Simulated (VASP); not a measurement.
## Sr: single point with PBEsol

Crystal: Sr.

```
Sr
1.0
    -2.45113    2.45113    2.45113
     2.45113   -2.45113    2.45113
     2.45113    2.45113   -2.45113
Sr
1
Direct
  0.00000 0.00000 0.00000
```

```json
{
 "Program": "VASP 6.6.1",
 "Task": "single point",
 "Functional": "PBEsol",
 "Potentials or basis": "VASP PAW PBE potentials, release 64 (Sr_sv)",
 "Cutoff": "520 eV",
 "k mesh": "7 × 7 × 7",
 "Occupations": "fermi-dirac, width 0.05 eV",
 "Spin": "no spin polarisation"
}
```

| Quantity | Value |
| --- | --- |
| Pressure | -1.4 GPa |
| Band gap on the k mesh | zero (band 5 reaches 1.53 eV, above the bottom of band 6 at 1.33 eV) |

Levels at points of the mesh, in eV from the Fermi level:
```csv
k point,band 3,band 4,band 5,band 6,band 7,band 8
"(0.00, 0.00, 0.00)",-18.62,-18.62,-3.58,2.25,2.25,2.25
```

Run time: 4.5 s on 1 thread of Intel(R) Xeon(R) 6975P-C (Granite Rapids) (shared host), peak memory 0.17 GiB.

Caveat: the PAW data sets were made with another functional, which shifts forces and pressure a little.
